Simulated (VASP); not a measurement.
Wanted: the native input for a VASP 6.6.1 run.

| Property | Result |
| --- | --- |
| Task | single point |
| Functional | PBE |
| Potentials or basis | VASP PAW PBE potentials, release 64 (Br) |
| Cutoff | 520 eV |
| k mesh | 8 × 8 × 8 |
| Occupations | fermi-dirac, width 0.02 eV |
| Spin | no spin polarisation |
| Dipole correction | no |
| Further INCAR settings | ALGO = Normal; EDIFF = 1e-07; NBANDS = 10 |

The structure of Br lies in POSCAR:

```
Br
1.0
    0.0000000000      2.3460335357      2.3460335357
    2.3460335357      0.0000000000      2.3460335357
    2.3460335357      2.3460335357      0.0000000000
Br
1
Direct
    0.0000000000      0.0000000000      0.0000000000
```

One way to write it, as run:

INCAR

```
PREC     = Accurate       # precision mode
ENCUT    = 520            # plane-wave cutoff, eV
EDIFF    = 1E-7           # SCF threshold, eV
ISMEAR   = -1             # smearing method
SIGMA    = 0.02           # smearing width, eV
LREAL    = F              # projectors in reciprocal space
LASPH    = T              # aspherical terms in the spheres
NELM     = 100            # most SCF steps
ALGO     = Normal         # electronic algorithm
ISIF     = 2              # what is computed and relaxed
LWAVE    = F              # write WAVECAR
LCHARG   = F              # write CHGCAR
GGA      = PE             # functional
NBANDS   = 10             # bands
```

KPOINTS

```
Automatic mesh
0
Gamma
  8 8 8
```

Potentials or basis: VASP PAW PBE potentials, release 64 (Br).

Run with:

```console
$ cat potpaw_PBE.64/Br/POTCAR > POTCAR
$ mpirun -np 1 vasp_std > vasp.out
```

Results of the run:

- Pressure: 0.6 GPa
- Band gap on the k mesh: zero (an odd number of electrons rules out a gap without spin polarisation)

Caveat: an odd number of electrons without spin polarisation forces a metal; a magnetic or distorted state may lie lower.

It took 7.9 s on 1 thread of Intel(R) Xeon(R) Platinum 8375C CPU @ 2.90GHz (Ice Lake), with other jobs on the host, peak memory 0.15 GiB.
